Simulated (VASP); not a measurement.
# Rb3TeP3 in VASP: further runs

Rb3TeP3 is run at these levels: PBEsol; tasks: single point.

Everything below comes from runs of VASP 6.6.1. Logs are shortened: lines on timing, memory, paths and dates and some standing lists are left out, and cuts for length are marked.

**1. The cell of the first run**

The typed cell holds 7 atoms: a = 5.845 Å, b = 4.227 Å, c = 9.826 Å, α = 89.93°, β = 88.00°, γ = 90.07°.

**2. Single point, PBEsol**

INCAR reads:

```
SYSTEM = Rb3TeP3
PREC     = Accurate       ! precision mode
ENCUT    = 500            ! plane-wave cutoff, eV
EDIFF    = 1E-6           ! SCF threshold, eV
ISMEAR   = -1             ! smearing method
SIGMA    = 0.05           ! smearing width, eV
LREAL    = .False.        ! projectors in reciprocal space
LASPH    = .True.         ! aspherical terms in the spheres
NELM     = 120            ! most SCF steps
ALGO     = Normal         ! electronic algorithm
ISIF     = 2              ! what is computed and relaxed
LWAVE    = .False.        ! write WAVECAR
LCHARG   = .False.        ! write CHGCAR
GGA      = PS             ! functional
NBANDS   = 33             ! bands
GGA_COMPAT= .False.
```

KPOINTS reads:

```
regular mesh
0
Gamma
  4 4 2
  0 0 0
```

POSCAR reads:

```
Rb3TeP3
1.0
    5.8427112134     -0.0003962867      0.1498382934
   -0.0047929576      4.2268362118      0.0024475010
    0.0904347422      0.0059533042      9.8256708374
Rb Te P
3 1 3
Direct
    0.4721066247      0.3748302897      0.4297862530
    0.5043030134      0.3764556544      0.8304524546
   -0.0122061405      0.3756236982      0.1739313263
    0.4901544562      0.8757432342      0.1270583980
    0.9330350074     -0.1244939089      0.4969863081
    0.9732854584      0.3735999404      0.6156381191
    0.1475921529     -0.1247565897      0.6647623629
```

Potentials or basis: VASP PAW PBE potentials, release 64 (Rb_sv, Te, P).

The run is started by

```sh
$ cat potpaw_PBE.64/Rb_sv/POTCAR potpaw_PBE.64/Te/POTCAR potpaw_PBE.64/P/POTCAR > POTCAR
$ mpirun -np 1 vasp_std > vasp.out
```

OUTCAR:

```text
SYSTEM = Rb3TeP3
   PREC = Accurate
   ENCUT = 500
   EDIFF = 1E-6
   ISMEAR = -1
   LREAL = .False.
   LASPH = .True.
   NELM = 120
   ISIF = 2
   GGA = PS

 ion  position               nearest neighbor table
   1  0.472  0.375  0.430-   6 3.39   5 3.50   5 3.51   6 3.51   7 3.61   7 3.62   4 3.65   4 3.65
                             5 3.83   5 3.84   3 3.85   3 3.86   2 3.95   3 5.72   3 5.72   3 5.72
   2  0.504  0.376  0.830-   6 3.40   7 3.42   7 3.42   4 3.60   4 3.60   6 3.81   1 3.95   3 4.45
                             3 4.48   1 5.78   1 5.79
   3  0.988  0.376  0.174-   4 3.63   4 3.64   4 3.64   4 3.64   5 3.82   5 3.82   1 3.85   1 3.86
                             6 4.34   2 4.45   2 4.48   1 5.72   1 5.72   1 5.72   1 5.72
   4  0.490  0.876  0.127-   2 3.60   2 3.60   3 3.63   3 3.64   3 3.64   3 3.64   1 3.65   1 3.65

   5  0.933  0.876  0.497-   7 2.11   6 2.42   6 2.44   1 3.50   1 3.51   3 3.82   3 3.82   1 3.83
                             1 3.84
   6  0.973  0.374  0.616-   7 2.40   7 2.41   5 2.42   5 2.44   1 3.39   2 3.40   1 3.51   2 3.81
                             3 4.34
   7  0.148  0.875  0.665-   5 2.11   6 2.40   6 2.41   2 3.42   2 3.42   1 3.61   1 3.62

  LATTYP: Found a triclinic cell.
 ALAT       =    10.6920829379
 B/A-ratio  =     0.3953242471
 C/A-ratio  =     0.5466317715
 COS(alpha) =     0.0011865201
 COS(beta)  =     0.0324838160
 COS(gamma) =     0.3942449261

  Lattice vectors:

 A1 = (   0.0952276998,  -4.2208829076,   9.8232233364)
 A2 = (   0.0047929576,  -4.2268362118,  -0.0024475010)
 A3 = (   5.8427112134,  -0.0003962867,   0.1498382934)

Analysis of symmetry for initial positions (statically):
=====================================================================
 Subroutine PRICEL returns:
 Original cell was already a primitive cell.

 Routine SETGRP: Setting up the symmetry group for a
 triclinic supercell.

 Subroutine GETGRP returns: Found  1 space group operations
 (whereof  1 operations were pure point group operations)
 out of a pool of  2 trial point group operations.

The static configuration has the point symmetry C_1 .

Analysis of symmetry for dynamics (positions and initial velocities):
=====================================================================
 Subroutine PRICEL returns:
 Original cell was already a primitive cell.

 Routine SETGRP: Setting up the symmetry group for a
 triclinic supercell.

 Subroutine GETGRP returns: Found  1 space group operations
[... 111 lines left out ...]
   NSW    =      0    number of steps for IOM
   IBRION =     -1    ionic relax: 0-MD 1-quasi-New 2-CG
   NFREE  =      0    steps in history (QN), initial steepest desc. (CG)
   ISIF   =      2    stress and relaxation
   ISYM   =      2    0-nonsym 1-usesym 2-fastsym
   POTIM  = 0.5000    time-step for ionic-motion
   TEBEG  =    0.0;   TEEND  =   0.0 temperature during run
   PSTRESS=    0.0 pullay stress
   NELECT =      48.0000    total number of electrons
   NUPDOWN=      -1.0000    fix difference up-down
   EMIN   =  10.00;   EMAX   =-10.00  energy-range for DOS
   EFERMI =   0.00;   METHOD = LEGACY
   ISMEAR =    -1;   SIGMA  =   0.05  broadening in eV -4-tet -1-fermi 0-gaus
   EFERMI_NEDOS =   21; number of points for ismear=-14 and -15
   IALGO  =     38    algorithm
   IMIX   =      4    mixing-type and parameters
     AMIX     =   0.40;   BMIX     =  1.00
     AMIX_MAG =   1.60;   BMIX_MAG =  1.00
  volume/ion in A,a.u.               =      34.66       233.88
  Fermi-wavevector in a.u.,A,eV,Ry     =   0.953950  1.802703 12.381574  0.910020
  Thomas-Fermi vector in A             =   2.082652
   LORBIT       =      0    0 simple, 1 ext, 2 COOP (PROOUT), +10 PAW based schemes
   GGA     = PS    functional components
   LHFCALC =     F    Hartree Fock is set to
   AEXX    =    0.0000 exact exchange contribution
   IVDW    =     0    specifies the selected vdW correction
   LEPSILON=     F    determine dielectric tensor
   LRPA    =     F    only Hartree local field effects (RPA)
 non-spin polarized calculation
  energy-cutoff  :      500.00
  volume of cell :      242.60
 maximum number of plane-waves:      6188
 NGX is ok and might be reduce to    48
   NGX = 21   NGY = 15   NGZ = 35

 number of electron      48.0000001 magnetization

 Free energy of the ion-electron system (eV)
  ---------------------------------------------------
  ext. energy  EPLUGINS =         0.00000000
  ---------------------------------------------------
  free energy    TOTEN  =       -26.30995804 eV

  energy without entropy =      -26.27950164  energy(sigma->0) =      -26.29472984

 E-fermi :   2.0418     XC(G=0):  -7.9704

 val. band max:        2.0253212729   @ k =   0.5000  -0.0000  -0.0000
 cond. band min:       2.0642536784   @ k =   0.5000   0.2500   0.5000
 fundamental gap:      0.0389324055
 Fermi energy:         2.0418363052

 k-point     1 :       0.0000    0.0000    0.0000
  band No.  band energies     occupation
      1     -25.1030      2.00000
      2     -25.0084      2.00000
      3     -24.9099      2.00000
      4     -11.8747      2.00000
      5      -9.4078      2.00000
      6      -9.3633      2.00000
[... 709 lines left out ...]
     32       6.6455      0.00000
     33       6.7097      0.00000

------------------------ aborting loop because EDIFF is reached ----------------------------------------

  FORCE on cell =-STRESS in cart. coord.  units (eV):
  Direction    XX          YY          ZZ          XY          YZ          ZX
  --------------------------------------------------------------------------------------
  -------------------------------------------------------------------------------------
  Total        0.0271076      0.0909895     -0.0095969      0.0017178     -0.0013118     -0.0244297
  in kB        0.1790244      0.6009144     -0.0633801      0.0113445     -0.0086632     -0.1613388
  external PRESSURE =       0.2388529 kB  Pullay stress =       0.0000000 kB

 VOLUME and BASIS-vectors are now :
 -----------------------------------------------------------------------------
  energy-cutoff  :      500.00
  volume of cell :      242.60
      direct lattice vectors                 reciprocal lattice vectors
     5.842711213 -0.000396287  0.149838293     0.171193843  0.000195035 -0.001575774
    -0.004792958  4.226836212  0.002447501     0.000019727  0.236583675 -0.000143526
     0.090434742  0.005953304  9.825670837    -0.002610656 -0.000061905  0.101798287

 POSITION                                       TOTAL-FORCE (eV/Angst)
 -----------------------------------------------------------------------------------
      2.79545      1.58672      4.29460        -0.002111     -0.000362      0.001792
      3.01979      1.59596      8.23624         0.001282      0.000050     -0.000450
      5.78532      1.58834      1.85792         0.001583      0.000397      0.000617
      2.87112      3.70219      1.32402        -0.001471     -0.000329     -0.003220
      5.49220      3.70321      5.02517         0.016659      0.000181      0.026679
      5.74051      1.58243      6.19581         0.003781     -0.001128     -0.002480
      0.91826      3.70341      6.55599        -0.019723      0.001191     -0.022938
 -----------------------------------------------------------------------------------
    total drift:                               -0.000094     -0.000045      0.000115

  FREE ENERGIE OF THE ION-ELECTRON SYSTEM (eV)
  ---------------------------------------------------
  free  energy   TOTEN  =       -26.3099580402 eV

  energy  without entropy=      -26.2795016413  energy(sigma->0) =      -26.29472984
```

OSZICAR:

```text
N       E                     dE             d eps       ncg     rms          rms(c)
DAV:   1     0.276592627334E+03    0.27659E+03   -0.19385E+04  1320   0.119E+03
DAV:   2    -0.360722710384E+01   -0.28020E+03   -0.26931E+03  1740   0.233E+02
DAV:   3    -0.266412894207E+02   -0.23034E+02   -0.22814E+02  1832   0.662E+01
DAV:   4    -0.273513984640E+02   -0.71011E+00   -0.70867E+00  2016   0.113E+01
DAV:   5    -0.273714909648E+02   -0.20093E-01   -0.20091E-01  1767   0.165E+00    0.915E+00
DAV:   6    -0.265274806656E+02    0.84401E+00   -0.15309E+00  1564   0.456E+00    0.563E+00
DAV:   7    -0.263203403640E+02    0.20714E+00   -0.73417E-01  1588   0.310E+00    0.313E+00
DAV:   8    -0.263049851860E+02    0.15355E-01   -0.25821E-01  1694   0.187E+00    0.771E-01
DAV:   9    -0.263067412273E+02   -0.17560E-02   -0.47874E-02  1693   0.829E-01    0.322E-01
DAV:  10    -0.263087041215E+02   -0.19629E-02   -0.70122E-03  1623   0.372E-01    0.163E-01
DAV:  11    -0.263091562000E+02   -0.45208E-03   -0.14669E-03  1677   0.148E-01    0.100E-01
DAV:  12    -0.263097314524E+02   -0.57525E-03   -0.74789E-04  1501   0.115E-01    0.605E-02
DAV:  13    -0.263099036284E+02   -0.17218E-03   -0.46621E-04  1474   0.829E-02    0.221E-02
DAV:  14    -0.263099500985E+02   -0.46470E-04   -0.10608E-04  1623   0.406E-02    0.102E-02
DAV:  15    -0.263099561371E+02   -0.60386E-05   -0.11953E-05  1767   0.133E-02    0.712E-03
DAV:  16    -0.263099574982E+02   -0.13611E-05   -0.18185E-06  1293   0.538E-03    0.378E-03
DAV:  17    -0.263099580402E+02   -0.54194E-06   -0.99164E-07  1093   0.415E-03
   1 F= -.26309958E+02 E0= -.26294730E+02  d E =-.304564E-01
```

stdout:

```text
POSCAR found type information on POSCAR RbTeP
 POSCAR found :  3 types and       7 ions
 scaLAPACK will be used
 -----------------------------------------------------------------------------
|                                                                             |
|                                                                             |
|     You enforced a specific xc type in the INCAR file but a different       |
|     I HOPE YOU KNOW WHAT YOU ARE DOING!                                     |
|                                                                             |
 -----------------------------------------------------------------------------

 LDA part: xc-table for (Slater+PW92), standard interpolation
 POSCAR, INCAR and KPOINTS ok, starting setup
 FFT: planning ... GRIDC
 FFT: planning ... GRID_SOFT
 FFT: planning ... GRID
 WAVECAR not read
 entering main loop
```

It took 2.1 min on 1 thread of Intel Xeon Platinum 8559C (Emerald Rapids), shared host; peak memory 0.39 GiB.

What came out:

```
Free energy            : -26.3100 eV
Pressure               : 0.0 GPa
Largest force          : 0.031 eV/Å
Band gap on the k mesh : zero (band 24 reaches 2.47 eV, above the bottom of band 25 at 1.67 eV)
```

Forces on the atoms (eV/Å):
```
Rb  -0.002  0.000  0.002
Rb   0.001  0.000  0.000
Rb   0.002  0.000  0.001
Te  -0.001  0.000 -0.003
P    0.017  0.000  0.027
P    0.004 -0.001 -0.002
P   -0.020  0.001 -0.023
```

Caveat: the k points lie up to 0.37 Å⁻¹ apart; the PAW data sets were made with another functional, which shifts forces and pressure a little; spin-orbit coupling is left out, which moves the levels of the heavy elements.

**3. Single point, PBEsol**

This run uses another cell than the first one, of 39.88 Å³/atom, 1.151 times its volume.

INCAR reads:

```
PREC = Accurate
ENCUT = 500
EDIFF = 1E-6
ISMEAR = -1
SIGMA = 0.03
LREAL = F
LASPH = T
NELM = 120
ALGO = Normal
ISIF = 2
LWAVE = F
LCHARG = F
GGA = PS
NBANDS = 33
GGA_COMPAT = F
```

KPOINTS reads:

```
Automatic mesh
0
Gamma
  4 4 4
```

POSCAR reads:

```
Rb3TeP3
1.0
    6.5657563250      0.0000000000      0.1314151792
    0.0000000000      4.2322225106      0.0000000000
    0.0621564345      0.0000000000     10.0480751535
Rb Te P
3 1 3
Direct
    0.4621842204      0.0000000000      0.4148950044
    0.5064146020      0.5000000000      0.7886021145
   -0.0127039151      0.5000000000      0.2242727235
    0.4917213581      0.5000000000      0.1298061834
    0.9628611192      0.0000000000      0.4924130307
    0.9729966456      0.5000000000      0.6072481306
    0.1125249699      0.0000000000      0.6761108028
```

Potentials or basis: VASP PAW PBE potentials, release 64 (Rb_sv, Te, P).

The run is started by

```sh
$ cat potpaw_PBE.64/Rb_sv/POTCAR potpaw_PBE.64/Te/POTCAR potpaw_PBE.64/P/POTCAR > POTCAR
$ mpirun -np 1 vasp_std > vasp.out
```

Wall time 3.2 min (1 thread of Intel Xeon Platinum 8559C (Emerald Rapids), shared host); peak memory 0.46 GiB.

Results (log left out):

```yaml
Free_energy: -25.5353 eV
Pressure: 0.0 GPa
Largest_force: 0.043 eV/Å
Band_gap_on_the_k_mesh: zero (band 24 reaches 1.74 eV, above the bottom of band 25 at 1.18 eV)
```

Forces on the atoms (eV/Å):
```
Rb   0.004  0.000  0.001
Rb   0.002  0.000  0.000
Rb   0.003  0.000 -0.002
Te  -0.003  0.000 -0.005
P    0.014  0.000  0.032
P    0.007  0.000  0.006
P   -0.027  0.000 -0.033
```

Levels at points of the mesh, in eV from the Fermi level:
| k point | band 19 | band 20 | band 21 | band 22 | band 23 | band 24 | band 25 | band 26 | band 27 | band 28 |
| --- | --- | --- | --- | --- | --- | --- | --- | --- | --- | --- |
| (0.00, 0.00, 0.00) | -3.29 | -1.35 | -0.96 | -0.91 | -0.10 | 0.38 | 0.53 | 0.84 | 2.01 | 2.52 |
| (0.50, 0.00, 0.00) | -3.27 | -1.55 | -1.28 | -0.85 | -0.12 | 0.33 | 0.56 | 0.79 | 1.97 | 2.78 |
| (0.00, 0.50, 0.00) | -2.72 | -1.99 | -1.79 | -0.97 | -0.47 | 0.12 | 2.00 | 2.60 | 2.82 | 3.04 |
| (0.50, 0.50, 0.00) | -2.93 | -2.07 | -1.83 | -1.01 | -0.88 | 0.06 | 2.23 | 2.74 | 3.01 | 3.46 |
| (0.00, 0.00, 0.50) | -3.30 | -1.44 | -0.92 | -0.89 | -0.09 | 0.38 | 0.60 | 0.84 | 1.77 | 2.59 |
| (0.50, 0.00, 0.50) | -3.26 | -1.52 | -1.29 | -0.94 | -0.12 | 0.33 | 0.54 | 0.79 | 2.42 | 2.58 |
| (0.00, 0.50, 0.50) | -2.72 | -1.99 | -1.81 | -0.94 | -0.47 | 0.13 | 2.10 | 2.79 | 2.94 | 2.97 |
| (0.50, 0.50, 0.50) | -2.94 | -2.07 | -1.83 | -1.00 | -0.85 | 0.06 | 2.23 | 2.62 | 3.06 | 3.55 |

Caveat: the k points lie up to 0.37 Å⁻¹ apart; the PAW data sets were made with another functional, which shifts forces and pressure a little; spin-orbit coupling is left out, which moves the levels of the heavy elements.
